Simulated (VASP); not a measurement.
Set up this calculation in VASP 6.6.1, as the native input.

| Quantity | Value |
| --- | --- |
| Task | single point |
| Functional | RPBE |
| Potentials or basis | VASP PAW PBE potentials, release 64 (Sc_sv) |
| Cutoff | 520 eV |
| k mesh | 18 × 18 × 10 |
| Occupations | fermi-dirac, width 0.1 eV |
| Spin | no spin polarisation |
| Dipole correction | no |
| Further INCAR settings | ALGO = Normal; EDIFF = 1e-06; NBANDS = 18 |

The structure of Sc lies in POSCAR:

```
Sc
1.0
    3.3571480542      0.0000000000      0.0000000000
   -1.6785740271      2.9073754992      0.0000000000
    0.0000000000      0.0000000000      5.2650721284
Sc
2
Direct
    0.3333333333      0.6666666667      0.2500000000
    0.6666666667      0.3333333333      0.7500000000
```

The input as run:

INCAR

```
PREC     = Accurate       # precision mode
ENCUT    = 520            # plane-wave cutoff, eV
EDIFF    = 1E-6           # SCF threshold, eV
ISMEAR   = -1             # smearing method
SIGMA    = 0.1            # smearing width, eV
LREAL    = False          # projectors in reciprocal space
LASPH    = True           # aspherical terms in the spheres
NELM     = 100            # most SCF steps
ALGO     = Normal         # electronic algorithm
ISIF     = 2              # what is computed and relaxed
LWAVE    = False          # write WAVECAR
LCHARG   = True           # write CHGCAR
GGA      = RP             # functional
LELF     = True           # ELF
LVHAR    = True         
NBANDS   = 18             # bands
```

KPOINTS

```
regular mesh
0
Gamma
  18 18 10
```

Potentials or basis: VASP PAW PBE potentials, release 64 (Sc_sv).

Command:

```bash
$ cat potpaw_PBE.64/Sc_sv/POTCAR > POTCAR
$ mpirun -np 1 vasp_std > vasp.out
```

Results of the run:

The pressure is 0.0 GPa. The band gap on the k mesh is zero (band 11 reaches 4.49 eV, above the bottom of band 12 at 3.10 eV).

Caveat: the PAW data sets were made with another functional, which shifts forces and pressure a little.

Run time: 8.5 min on 1 thread of AMD EPYC 7R13, on a shared host, peak memory 0.27 GiB.
